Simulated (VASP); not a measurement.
A run of VASP 6.6.1 is set up as follows.

File INCAR:

```
SYSTEM = C
PREC = Accurate ; ENCUT = 520
EDIFF = 1E-6 ; ISMEAR = 0
SIGMA = 0.05 ; LREAL = .FALSE.
LASPH = .TRUE. ; NELM = 80
ALGO = Normal ; ISIF = 2
LWAVE = .FALSE. ; LCHARG = .FALSE.
LDIPOL = .TRUE. ; IDIPOL = 3
DIPOL = 0.5 0.5 0.500 ; GGA = PS
NBANDS = 41
```

KPOINTS

```
regular mesh
0
G
  11 6 1
  0 0 0
```

The input POSCAR:

```
C
1.0
    2.4588631394      0.0000000000      0.0000000000
    0.0000000000      4.6116489176      0.0000000000
    0.0000000000      0.0000000000     25.6054634754
C
14
Direct
    0.5000000000      0.3802911686      0.2929062388
    0.0000000000      0.4754210114      0.3146990206
    0.0000000000      0.6655285619      0.3583053623
    0.5000000000      0.7606584047      0.3800981440
    0.5000000000      0.9507659552      0.4237044857
    0.0000000000      0.0458957981      0.4454972675
    0.0000000000      0.2360033486      0.4891036091
    0.5000000000      0.3311331914      0.5108963909
    0.5000000000      0.5212407419      0.5545027325
    0.0000000000      0.6163705847      0.5762955143
    0.0000000000      0.8064781352      0.6199018560
    0.5000000000      0.9016079781      0.6416946377
    0.5000000000      0.0917155286      0.6853009794
    0.0000000000      0.1868453714      0.7070937612
```

Potentials or basis: VASP PAW PBE potentials, release 64 (C).

Run with:

```sh
$ cat potpaw_PBE.64/C/POTCAR > POTCAR
$ mpirun -np 1 vasp_std > vasp.out
```

Q: Predict the band gap on the k mesh.

A: Zero (band 28 reaches -1.60 eV, above the bottom of band 29 at -1.79 eV).

Q: Predict the largest force.

A: 2.768 eV/Å.

Forces in eV/Å, atoms in the order of the input:
```
C    0.000  1.065  1.491
C    0.000 -1.674 -2.204
C    0.000  0.623  0.754
C    0.000 -0.125 -0.180
C    0.000  0.072  0.096
C    0.000 -0.025 -0.039
C    0.000  0.015  0.024
C    0.000 -0.015 -0.024
C    0.000  0.025  0.039
C    0.000 -0.072 -0.096
C    0.000  0.125  0.180
C    0.000 -0.623 -0.754
C    0.000  1.674  2.204
C    0.000 -1.065 -1.491
```

Caveat: the PAW data sets were made with another functional, which shifts forces and pressure a little.
